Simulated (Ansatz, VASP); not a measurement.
## ZnS in VASP and in Ansatz

Contents of POSCAR:

```
ZnS
1.0
    0.0000000000      2.6945131952      2.6945131952
    2.6945131952      0.0000000000      2.6945131952
    2.6945131952      2.6945131952      0.0000000000
Zn S
1 1
Direct
    0.0000000000      0.0000000000      0.0000000000
    0.6386626347      0.6386626347      0.8613373653
```

Contents of INCAR.step1:

```
SYSTEM = ZnS
PREC     = Accurate       ! precision mode
ENCUT    = 520            ! plane-wave cutoff, eV
ISMEAR   = 0              ! smearing method
SIGMA    = 0.05           ! smearing width, eV
LREAL    = .FALSE.        ! projectors in reciprocal space
LASPH    = .TRUE.         ! aspherical terms in the spheres
NELM     = 100            ! most SCF steps
NBANDS   = 16             ! bands
GGA      = PE             ! functional
ALGO     = Normal         ! electronic algorithm
EDIFF    = 1E-4           ! SCF threshold, eV
LWAVE    = .TRUE.         ! write WAVECAR
LCHARG   = .FALSE.        ! write CHGCAR
```

The input INCAR.step2:

```
SYSTEM = ZnS
PREC     = Accurate       ! precision mode
ENCUT    = 520            ! plane-wave cutoff, eV
EDIFF    = 1E-6           ! SCF threshold, eV
ISMEAR   = 0              ! smearing method
SIGMA    = 0.05           ! smearing width, eV
LREAL    = .FALSE.        ! projectors in reciprocal space
LASPH    = .TRUE.         ! aspherical terms in the spheres
NELM     = 100            ! most SCF steps
ALGO     = Normal         ! electronic algorithm
ISIF     = 2              ! what is computed and relaxed
LWAVE    = .FALSE.        ! write WAVECAR
LCHARG   = .FALSE.        ! write CHGCAR
METAGGA  = R2SCAN         ! meta-GGA
LMIXTAU  = .TRUE.       
NBANDS   = 16             ! bands
ISTART   = 1
```

File KPOINTS:

```
regular mesh
0
G
  8 8 8
  0 0 0
```

Input for Ansatz:

```yaml
crystal:
  lattice:
    - [0.0, 2.6945131952, 2.6945131952]
    - [2.6945131952, 0.0, 2.6945131952]
    - [2.6945131952, 2.6945131952, 0.0]
  atoms:
    - { symbol: Zn, position: [0.0, 0.0, 0.0] }
    - { symbol: S, position: [0.6386626347, 0.6386626347, 0.8613373653] }
basis:
  ecutwfc: 500
kpoints:
  mp_grid: { grid: [8, 8, 8] }
hamiltonian:
  xc: r2scan
scf:
  occupations: { method: gaussian, width: 0.05 }
output:
  forces: true
  stress: true
  eigenvalues: true
```

Alike in both runs: task single point; functional r2SCAN; k mesh 8 × 8 × 8; occupations gaussian, width 0.05 eV; no spin polarisation.

```csv
,VASP,Ansatz
version,VASP 6.6.1,Ansatz 0.2.0
potentials or method,"VASP PAW PBE potentials, release 64 (Zn, S), cutoff 520 eV","scalar-relativistic, plane waves, PAW"
valence electrons in the cell,18,18
```

```tsv
	VASP	Ansatz	Ansatz less VASP
gap on the k mesh at the Fermi level (eV)	2.57	2.56	-0.009
least direct gap on the mesh (eV)	2.76	2.75	-0.007
pressure (GPa)	11.3	11.0	-0.29
traceless stress, the component that is largest in VASP (GPa)	-17.08	-16.75	+0.326
rms of the force components (eV/Å)	1.623	1.598	-0.0257
```

VASP's potentials were made for PBE, not for r2SCAN. Atom by atom the forces differ by 0.026 eV/Å (rms over components).
